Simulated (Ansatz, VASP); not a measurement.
**Cr in VASP and in Ansatz**

```
Cr
1.0
    -2.21799    2.21799    1.20643
     2.21799   -2.21799    1.20643
     2.21799    2.21799   -1.20643
Cr
2
Direct
  0.00000 0.00000 0.00000
  0.75000 0.25000 0.50000
```

Alike in both runs: functional PBEsol; k mesh 8 × 8 × 8; occupations gaussian, width 0.1 eV; no spin polarisation.

Ansatz relaxed the structure, and its values are those at the end. VASP's run is a single point on that final structure, the one shown.

|  | VASP | Ansatz |
| --- | --- | --- |
| version | VASP 6.6.1 | Ansatz 0.2.0 |
| potentials or method | VASP PAW PBE potentials, release 64 (Cr_pv), cutoff 520 eV | scalar-relativistic, plane waves, PAW |
| valence electrons in the cell | 24 | 28 |

|  | VASP | Ansatz | Ansatz less VASP |
| --- | --- | --- | --- |
| gap on the k mesh at the Fermi level (eV) | none | none | - |
| pressure (GPa) | -0.3 | 0.0 | +0.26 |

VASP's potentials were made for PBE, not for PBEsol. A gap of «none» marks a metal or a gap that the smearing closes. VASP's potentials hold 24 valence electrons a cell and Ansatz's 28, so a difference there can come from the potentials and not from the codes.

The k mesh is coarse, so the values compare programs but aren't converged.
